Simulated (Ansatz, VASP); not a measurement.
GaSb2 in VASP and in Ansatz

```
Ga Sb
1.0
     3.33343    0.00000    0.00000
    -1.66672    2.88684    0.00000
     0.00000    0.00000    8.42719
Ga Sb
1 2
Direct
  0.00000 0.00000 0.50000
  0.00000 0.00000 0.83529
  0.00000 0.00000 0.16471
```

Alike in both runs: task relaxation of cell and atoms; functional PBE; k mesh 6 × 6 × 2; occupations gaussian, width 0.1 eV; no spin polarisation.

|  | VASP | Ansatz |
| --- | --- | --- |
| version | VASP 6.6.1 | Ansatz 0.2.0 |
| potentials or method | VASP PAW PBE potentials, release 64 (Ga_d, Sb), cutoff 600 eV | scalar-relativistic, plane waves, PAW |
| valence electrons in the cell | 23 | 43 |

|  | VASP | Ansatz | Ansatz less VASP |
| --- | --- | --- | --- |
| gap on the k mesh at the Fermi level, each at its own relaxed structure (eV) | none | none | - |
| relaxed volume (Å³/atom) | 27.52 | 26.37 | -1.145 |
| relaxed length of the cell vector where the two differ most in proportion (Å) | 9.106 | 8.784 | -0.3221 |

A gap of «none» marks a metal or a gap that the smearing closes. VASP's potentials hold 23 valence electrons a cell and Ansatz's 43, so a difference there can come from the potentials and not from the codes.

The k mesh is coarse, so the values compare programs but aren't converged. Neither program's run includes spin-orbit coupling.
